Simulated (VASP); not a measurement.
A run of VASP 6.6.1 is set up as follows.

The input INCAR:

```
ALGO     = Normal         # electronic algorithm
EDIFF    = 1E-6           # SCF threshold, eV
ENCUT    = 500            # plane-wave cutoff, eV
GGA      = CA             # functional
GGA_COMPAT= F            
ISIF     = 2              # what is computed and relaxed
ISMEAR   = 0              # smearing method
LASPH    = T              # aspherical terms in the spheres
LCHARG   = F              # write CHGCAR
LREAL    = F              # projectors in reciprocal space
LWAVE    = F              # write WAVECAR
NBANDS   = 21             # bands
NELM     = 120            # most SCF steps
PREC     = Accurate       # precision mode
SIGMA    = 0.15           # smearing width, eV
```

Contents of KPOINTS:

```
k-points
0
Gamma
  16 16 12
```

The input POSCAR:

```
W
1.0
    0.0000000000     -1.9864787844     -1.9864787844
    0.0000000000      1.9864787844     -1.9864787844
    3.9729575688      0.0000000000      0.0000000000
W
2
Direct
    0.5000000000      0.5000000000      0.4863074299
    0.0000000000      0.0000000000      0.0136925701
```

Potentials or basis: VASP PAW LDA potentials, release 64 (W_sv).

Run with:

```console
$ cat potpaw_LDA.64/W_sv/POTCAR > POTCAR
$ mpirun -np 1 vasp_std > vasp.out
```

**Question.** What does it give for the pressure?

**Answer.** 3.3 GPa.

**Question.** Predict the largest force.

**Answer.** 1.715 eV/Å.

**Question.** Estimate the band gap on the k mesh.

**Answer.** Zero (bands 14 and 15 overlap by 3.87 eV).

Stress tensor (GPa, compression positive):
```
-0.70  0.00  0.00
 0.00  5.26  0.00
 0.00  0.00  5.26
```

Caveat: the cell stands under pressure; spin-orbit coupling is left out, which moves the levels of the heavy elements; forces of over 1 eV/Å act on the atoms, so gaps and moduli don't describe the material at rest.
